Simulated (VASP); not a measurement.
GaBi2Sb3S:

```
Ga Sb Bi S
1.0
     6.66280    0.00000    0.00000
    -3.33140    5.77016    0.00000
     0.00000    0.00000    5.05316
Ga Sb Bi S
1 3 2 1
Direct
  0.00000 0.00000 0.00000
  0.58455 0.00000 0.00000
  0.00000 0.58455 0.00000
  0.41545 0.41545 0.00000
  0.33333 0.66667 0.50000
  0.66667 0.33333 0.50000
  0.00000 0.00000 0.50000
```

The cell was built from a structure type or drawn by symmetry, and may not be a known phase.

| Item | Value |
| --- | --- |
| Program | VASP 6.6.1 |
| Task | relaxation of cell and atoms |
| Functional | PBE |
| Potentials or basis | VASP PAW PBE potentials, release 64 (Ga_d, Sb, Bi_d, S) |
| Cutoff | 600 eV |
| k mesh | 6 × 6 × 6 |
| Occupations | gaussian, width 0.1 eV |
| Spin | no spin polarisation |

At the start: pressure 0.3 GPa; volume 27.75 Å³/atom.

Q: Where does the relaxation end?

A: Over 25 steps the energy falls by 13.0 meV/atom and the volume is 27.29 Å³/atom (-1.7 %); space group P-62m (No. 189, to 0.1 Å) before and after.

Step by step:
| step | energy change (eV) | largest force (eV/Å) | pressure (GPa) | volume (Å³) |
| --- | --- | --- | --- | --- |
| 1 | 0.0000 | 0.0273 | 0.35 | 194.27 |
| 2 | -0.0028 | 0.0430 | -0.16 | 195.97 |
| 3 | -0.0028 | 0.0430 | -0.16 | 195.98 |
| 4 | -0.0057 | 0.0682 | -0.24 | 195.92 |
| 5 | -0.0185 | 0.1336 | -0.39 | 195.73 |
| 6 | -0.0459 | 0.2148 | -0.63 | 195.22 |
| 7 | -0.0336 | 0.3236 | -0.75 | 193.75 |
| 8 | -0.0539 | 0.2494 | -0.73 | 194.85 |
| 9 | -0.0550 | 0.2613 | -0.76 | 194.69 |
| 10 | -0.0560 | 0.2627 | -0.73 | 194.54 |
| 11 | -0.0583 | 0.2670 | -0.66 | 194.09 |
| 12 | -0.0601 | 0.2774 | -0.50 | 193.18 |
| 13 | -0.0627 | 0.2694 | -0.44 | 192.92 |
| 14 | -0.0692 | 0.2454 | -0.21 | 192.16 |
| 15 | -0.0772 | 0.1973 | 0.23 | 190.64 |
| 16 | -0.0721 | 0.1034 | 1.20 | 187.62 |
| 17 | -0.0787 | 0.1666 | 0.53 | 189.66 |
| 18 | -0.0825 | 0.1348 | 0.39 | 190.13 |
| 19 | -0.0879 | 0.0470 | -0.01 | 191.54 |
| 20 | -0.0880 | 0.0385 | -0.06 | 191.68 |
| 21 | -0.0885 | 0.0345 | -0.05 | 191.60 |
| 22 | -0.0897 | 0.0230 | -0.02 | 191.35 |
| 23 | -0.0908 | 0.0003 | 0.06 | 190.84 |
| 24 | -0.0908 | 0.0023 | -0.07 | 191.29 |
| 25 | -0.0909 | 0.0012 | -0.01 | 191.05 |

Final structure:
```yaml
crystal:
  lattice:
    - [6.40187, 0.00000, 0.00000]
    - [-3.20093, 5.54418, 0.00000]
    - [0.00000, 0.00000, 5.38267]
  atoms:
    - { symbol: Ga, position: [0.00000, 0.00000, 0.00000] }
    - { symbol: Sb, position: [0.56640, 0.00000, 0.00000] }
    - { symbol: Sb, position: [0.00000, 0.56640, 0.00000] }
    - { symbol: Sb, position: [0.43360, 0.43360, 0.00000] }
    - { symbol: Bi, position: [0.33333, 0.66667, 0.50000] }
    - { symbol: Bi, position: [0.66667, 0.33333, 0.50000] }
    - { symbol: S, position: [0.00000, 0.00000, 0.50000] }
```
